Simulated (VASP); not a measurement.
Ni:

```xyz
1
Lattice="-1.3985 1.3985 1.3985 1.3985 -1.3985 1.3985 1.3985 1.3985 -1.3985" Properties=species:S:1:pos:R:3 pbc="T T T"
Ni    0.0000    0.0000    0.0000
```

```yaml
Program: VASP 6.6.1
Task: relaxation of cell and atoms
Functional: PBEsol
Potentials_or_basis: VASP PAW PBE potentials, release 64 (Ni)
Cutoff: 600 eV
k_mesh: 16 × 16 × 16
Occupations: fermi-dirac, width 0.1 eV
Spin: no spin polarisation
```

At the start: pressure -9.9 GPa; volume 10.94 Å³/atom.

Task: How do energy, volume and symmetry change on relaxing?

Result: Over 3 steps the energy falls by 17.3 meV/atom and the volume is 10.41 Å³/atom (-4.8 %); space group Im-3m (No. 229, to 0.05 Å).

Step by step:
| step | energy change (eV) | largest force (eV/Å) | pressure (GPa) | volume (Å³) |
| --- | --- | --- | --- | --- |
| 1 | 0.0000 | 0.0000 | -9.87 | 10.94 |
| 2 | 0.0013 | 0.0000 | 12.50 | 9.91 |
| 3 | -0.0173 | 0.0000 | -0.09 | 10.41 |

Final structure:
```
Ni
1.0
    -1.37557    1.37557    1.37557
     1.37557   -1.37557    1.37557
     1.37557    1.37557   -1.37557
Ni
1
Direct
  0.00000 0.00000 0.00000
```

Caveat: the PAW data sets were made with another functional, which shifts forces and pressure a little; the run has no spin polarisation, though such a crystal can be magnetic.
